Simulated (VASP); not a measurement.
# Cu (P6_3/mmc) in VASP: a series of runs, part 2 of 2

VASP 6.6.1. The steps go on from the part before.

### 4 Single point, PBEsol

Input file INCAR:

```
PREC     = Accurate       # precision mode
ENCUT    = 520            # plane-wave cutoff, eV
EDIFF    = 1E-6           # SCF threshold, eV
ISMEAR   = 1              # smearing method
SIGMA    = 0.05           # smearing width, eV
LREAL    = False          # projectors in reciprocal space
LASPH    = True           # aspherical terms in the spheres
NELM     = 60             # most SCF steps
ALGO     = Normal         # electronic algorithm
ISIF     = 2              # what is computed and relaxed
LWAVE    = False          # write WAVECAR
LCHARG   = False          # write CHGCAR
GGA      = PS             # functional
NBANDS   = 30             # bands
```

Input file KPOINTS:

```
regular mesh
0
Gamma
  10 10 3
```

Input file POSCAR:

```
Cu
1.0
    2.5307640300      0.0000000000      0.0000000000
   -1.2653820100      2.1917059400      0.0000000000
    0.0000000000      0.0000000000      8.2618150800
Cu
4
Direct
    0.0000000000      0.0000000000      0.0000000000
    0.3333333300      0.6666666700      0.2500000000
    0.0000000000      0.0000000000      0.5000000000
    0.6666666700      0.3333333300      0.7500000000
```

Potentials or basis: VASP PAW PBE potentials, release 64 (Cu).

Command:

```console
> cat potpaw_PBE.64/Cu/POTCAR > POTCAR
> mpirun -np 1 vasp_std > vasp.out
```

OUTCAR:

```text
PREC = Accurate
   ENCUT = 520
   EDIFF = 1E-6
   ISMEAR = 1
   LREAL = False
   LASPH = True
   NELM = 60
   ISIF = 2
   GGA = PS

 ion  position               nearest neighbor table
   1  0.000  0.000  0.000-   2 2.53   4 2.53   2 2.53   4 2.53   4 2.53   2 2.53
   2  0.333  0.667  0.250-   1 2.53   3 2.53   1 2.53   3 2.53   1 2.53   3 2.53
   3  0.000  0.000  0.500-   2 2.53   4 2.53   2 2.53   4 2.53   4 2.53   2 2.53
   4  0.667  0.333  0.750-   1 2.53   3 2.53   1 2.53   3 2.53   1 2.53   3 2.53

  LATTYP: Found a hexagonal cell.
 ALAT       =     2.5307640300
 C/A-ratio  =     3.2645537008

  Lattice vectors:

 A1 = (   2.5307640300,   0.0000000000,   0.0000000000)
 A2 = (  -1.2653820100,   2.1917059400,   0.0000000000)
 A3 = (   0.0000000000,   0.0000000000,   8.2618150800)

Analysis of symmetry for initial positions (statically):
=====================================================================
 Subroutine PRICEL returns:
 Original cell was already a primitive cell.

 Routine SETGRP: Setting up the symmetry group for a
 hexagonal supercell.

 Subroutine GETGRP returns: Found 24 space group operations
 (whereof 12 operations were pure point group operations)
 out of a pool of 24 trial point group operations.

The static configuration has the point symmetry D_3d.
 The point group associated with its full space group is D_6h.

Analysis of symmetry for dynamics (positions and initial velocities):
=====================================================================
 Subroutine PRICEL returns:
 Original cell was already a primitive cell.

 Routine SETGRP: Setting up the symmetry group for a
 hexagonal supercell.

 Subroutine GETGRP returns: Found 24 space group operations
 (whereof 12 operations were pure point group operations)
 out of a pool of 24 trial point group operations.

The dynamic configuration has the point symmetry D_3d.
[... 115 lines left out ...]
   NELECT =      44.0000    total number of electrons
   NUPDOWN=      -1.0000    fix difference up-down
   EMIN   =  10.00;   EMAX   =-10.00  energy-range for DOS
   EFERMI =   0.00;   METHOD = LEGACY
   ISMEAR =     1;   SIGMA  =   0.05  broadening in eV -4-tet -1-fermi 0-gaus
   EFERMI_NEDOS =   21; number of points for ismear=-14 and -15
   IALGO  =     38    algorithm
   IMIX   =      4    mixing-type and parameters
     AMIX     =   0.40;   BMIX     =  1.00
     AMIX_MAG =   1.60;   BMIX_MAG =  1.00
  volume/ion in A,a.u.               =      11.46        77.31
  Fermi-wavevector in a.u.,A,eV,Ry     =   1.615062  3.052025 35.489789  2.608426
  Thomas-Fermi vector in A             =   2.709870
   LORBIT       =      0    0 simple, 1 ext, 2 COOP (PROOUT), +10 PAW based schemes
   GGA     = PS    functional components
   LHFCALC =     F    Hartree Fock is set to
   AEXX    =    0.0000 exact exchange contribution
   IVDW    =     0    specifies the selected vdW correction
   LEPSILON=     F    determine dielectric tensor
   LRPA    =     F    only Hartree local field effects (RPA)
 non-spin polarized calculation
 Methfessel and Paxton  Order N= 1 SIGMA  =   0.05
  energy-cutoff  :      520.00
  volume of cell :       45.83
 maximum number of plane-waves:      1255
 NGX is ok and might be reduce to    20
   NGX =  9   NGY =  9   NGZ = 31

 number of electron      43.9999989 magnetization

 Free energy of the ion-electron system (eV)
  ---------------------------------------------------
  ext. energy  EPLUGINS =         0.00000000
  ---------------------------------------------------
  free energy    TOTEN  =       -17.19112412 eV

  energy without entropy =      -17.19136283  energy(sigma->0) =      -17.19120369

 E-fermi :   7.7967     XC(G=0): -13.0857

 val. band max:        7.6920273314   @ k =   0.3000   0.0000   0.3333
 cond. band min:       7.8181939425   @ k =   0.4000   0.1000   0.3333
 fundamental gap:      0.1261666111
 Fermi energy:         7.7966738128

 k-point     1 :       0.0000    0.0000    0.0000
  band No.  band energies     occupation
      1      -1.8416      2.00000
      2       0.3157      2.00000
      3       0.3358      2.00000
      4       2.5186      2.00000
      5       4.3981      2.00000
      6       4.4037      2.00000
[... 781 lines left out ...]
     29      18.9908      0.00000
     30      19.3808      0.00000

 [... further k-points ...]
[... 5 lines left out ...]
  --------------------------------------------------------------------------------------
  -------------------------------------------------------------------------------------
  Total       -0.1729870     -0.1729870     -0.4446427     -0.0000000      0.0000000      0.0000000
  in kB       -6.0480395     -6.0480395    -15.5457727     -0.0000000      0.0000000      0.0000000
  external PRESSURE =      -9.2139506 kB  Pullay stress =       0.0000000 kB

 VOLUME and BASIS-vectors are now :
 -----------------------------------------------------------------------------
  energy-cutoff  :      520.00
  volume of cell :       45.83
      direct lattice vectors                 reciprocal lattice vectors
     2.530764030  0.000000000  0.000000000     0.395137590  0.228132793  0.000000000
    -1.265382010  2.191705940  0.000000000     0.000000000  0.456265588  0.000000000
     0.000000000  0.000000000  8.261815080     0.000000000  0.000000000  0.121038778

 POSITION                                       TOTAL-FORCE (eV/Angst)
 -----------------------------------------------------------------------------------
      0.00000      0.00000      0.00000         0.000000      0.000000      0.000000
     -0.00000      1.46114      2.06545         0.000000      0.000000     -0.000000
      0.00000      0.00000      4.13091         0.000000      0.000000      0.000000
      1.26538      0.73057      6.19636        -0.000000     -0.000000      0.000000
 -----------------------------------------------------------------------------------
    total drift:                               -0.000000      0.000000      0.000000

  FREE ENERGIE OF THE ION-ELECTRON SYSTEM (eV)
  ---------------------------------------------------
  free  energy   TOTEN  =       -17.1911241213 eV

  energy  without entropy=      -17.1913628289  energy(sigma->0) =      -17.19120369
```

OSZICAR:

```text
N       E                     dE             d eps       ncg     rms          rms(c)
DAV:   1     0.336391087175E+03    0.33639E+03   -0.19892E+04  1744   0.267E+03
DAV:   2     0.100826368634E+02   -0.32631E+03   -0.31393E+03  1680   0.396E+02
DAV:   3    -0.207705760085E+02   -0.30853E+02   -0.29233E+02  1838   0.168E+02
DAV:   4    -0.215714196824E+02   -0.80084E+00   -0.79933E+00  1942   0.369E+01
DAV:   5    -0.215823370259E+02   -0.10917E-01   -0.10917E-01  2104   0.426E+00    0.169E+01
DAV:   6    -0.188140981294E+02    0.27682E+01   -0.35140E+01  1878   0.127E+02    0.833E+00
DAV:   7    -0.172360438950E+02    0.15781E+01   -0.66446E+00  1902   0.533E+01    0.883E-01
DAV:   8    -0.172078012135E+02    0.28243E-01   -0.15280E-01  2546   0.105E+01    0.969E-01
DAV:   9    -0.171981050242E+02    0.96962E-02   -0.30370E-02  2024   0.704E+00    0.625E-01
DAV:  10    -0.171910006850E+02    0.71043E-02   -0.14819E-02  2024   0.242E+00    0.267E-02
DAV:  11    -0.171911296758E+02   -0.12899E-03   -0.11241E-03  2044   0.512E-01    0.255E-02
DAV:  12    -0.171911240296E+02    0.56462E-05   -0.60973E-05  2044   0.188E-01    0.495E-03
DAV:  13    -0.171911241213E+02   -0.91725E-07   -0.79169E-06  2038   0.540E-02
   1 F= -.17191124E+02 E0= -.17191204E+02  d E =0.238708E-03
```

Wall time 17 s (1 thread of Intel Xeon 6975P-C (Granite Rapids), shared host); peak memory 0.17 GiB.

What came out:

* Free energy: -17.1911 eV
* Pressure: -0.9 GPa
* Band gap on the k mesh: zero (band 22 reaches 10.85 eV, above the bottom of band 23 at 6.03 eV)

Stress tensor (GPa, compression positive):
```
-0.60  0.00  0.00
 0.00 -0.60  0.00
 0.00  0.00 -1.55
```

Levels at points of the mesh, in eV from the Fermi level:
| k point | band 20 | band 21 | band 22 | band 23 | band 24 | band 25 | band 26 | band 27 |
| --- | --- | --- | --- | --- | --- | --- | --- | --- |
| (0.00, 0.00, 0.00) | -2.01 | -2.01 | -1.70 | -1.70 | -1.14 | 3.89 | 12.67 | 12.67 |
| (0.50, 0.00, 0.00) | -1.54 | -0.71 | 0.32 | 0.95 | 1.53 | 4.69 | 4.72 | 8.60 |

Caveat: the PAW data sets were made with another functional, which shifts forces and pressure a little.

### 5 Single point, PBEsol

Input file INCAR:

```
SYSTEM = Cu
ALGO = Normal
EDIFF = 1E-6
ENCUT = 520
GGA = PS
ISIF = 2
ISMEAR = 1
LASPH = .TRUE.
LCHARG = .FALSE.
LREAL = .FALSE.
LWAVE = .FALSE.
NBANDS = 30
NELM = 60
PREC = Accurate
SIGMA = 0.05
```

Input file KPOINTS:

```
k-points
0
G
  12 12 4
  0 0 0
```

POSCAR is that of step 4.

Command:

```console
> cat potpaw_PBE.64/Cu/POTCAR > POTCAR
> mpirun -np 1 vasp_std > vasp.out
```

Wall time 34 s (1 thread of Intel Xeon 6975P-C (Granite Rapids), shared host); peak memory 0.19 GiB.

Results (log left out):

```
Free energy            : -17.2010 eV
Pressure               : -1.2 GPa
Band gap on the k mesh : zero (band 22 reaches 11.17 eV, above the bottom of band 23 at 5.96 eV)
```

Stress tensor (GPa, compression positive):
```
-0.99  0.00  0.00
 0.00 -0.99  0.00
 0.00  0.00 -1.63
```

Levels at points of the mesh, in eV from the Fermi level:
```
           k point  band 20  band 21  band 22  band 23  band 24  band 25
(0.00, 0.00, 0.00)    -1.87    -1.87    -1.57    -1.57    -1.00     4.02
(0.50, 0.00, 0.00)    -1.41    -0.57     0.46     1.09     1.67     4.83
(0.00, 0.00, 0.50)    -2.17    -1.70    -1.70    -1.70    -1.70     7.17
(0.50, 0.00, 0.50)    -1.44     0.13     0.13     1.47     1.47     5.33
```

Caveat: the PAW data sets were made with another functional, which shifts forces and pressure a little.

### 6 Summary

```csv
k mesh,gap on the mesh (eV),pressure (GPa)
6 × 6 × 2,none,-0.5
8 × 8 × 3,none,-1.1
10 × 10 × 3,none,-0.9
12 × 12 × 4,none,-1.2
```

Alike in all rows: task single point; level PBEsol; potentials or basis VASP PAW PBE potentials, release 64 (Cu); no spin polarisation; cell as given; cutoff (eV) 520; smearing methfessel-paxton 0.05 eV.

Caveats: some runs use coarse meshes; the PAW data sets were made with another functional, which shifts forces and pressure a little.

Total energies depend on the potentials used, so only differences within one code and one set of settings carry meaning.
